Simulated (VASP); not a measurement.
The system is Si.

```xyz
1
Lattice="2.5270 0.0000 0.0000 -1.2635 2.1884 0.0000 0.0000 0.0000 2.3730" Properties=species:S:1:pos:R:3 pbc="T T T"
Si    0.0000    0.0000    0.0000
```

```yaml
Program: VASP 6.6.1
Task: relaxation of cell and atoms
Functional: revPBE
Dispersion: D3(BJ)
Potentials_or_basis: VASP PAW PBE potentials, release 64 (Si)
Cutoff: 600 eV
k_mesh: 12 × 12 × 11
Occupations: fermi-dirac, width 0.1 eV
Spin: no spin polarisation
```

At the start: pressure 10.2 GPa; volume 13.12 Å³/atom.

Where does the relaxation end?

Over 7 steps the energy falls by 30.1 meV/atom and the volume is 14.03 Å³/atom (+6.9 %); space group P6/mmm (No. 191, to 0.05 Å).

The path:
| step | energy change (eV) | largest force (eV/Å) | pressure (GPa) | volume (Å³) |
| --- | --- | --- | --- | --- |
| 1 | 0.0000 | 0.0000 | 10.24 | 13.12 |
| 2 | -0.0122 | 0.0000 | -6.11 | 14.78 |
| 3 | -0.0301 | 0.0000 | 0.06 | 14.01 |
| 4 | -0.0301 | 0.0000 | 0.23 | 14.00 |
| 5 | -0.0301 | 0.0000 | 0.09 | 14.01 |
| 6 | -0.0301 | 0.0000 | 0.13 | 14.01 |
| 7 | -0.0301 | 0.0000 | -0.06 | 14.03 |

Final structure:
```
Si
1.0
     2.57071    0.00000    0.00000
    -1.28535    2.22630    0.00000
     0.00000    0.00000    2.45121
Si
1
Direct
  0.00000 0.00000 0.00000
```

Caveat: the PAW data sets were made with another functional, which shifts forces and pressure a little; pairwise dispersion overbinds metals, which lowers pressure and volume.
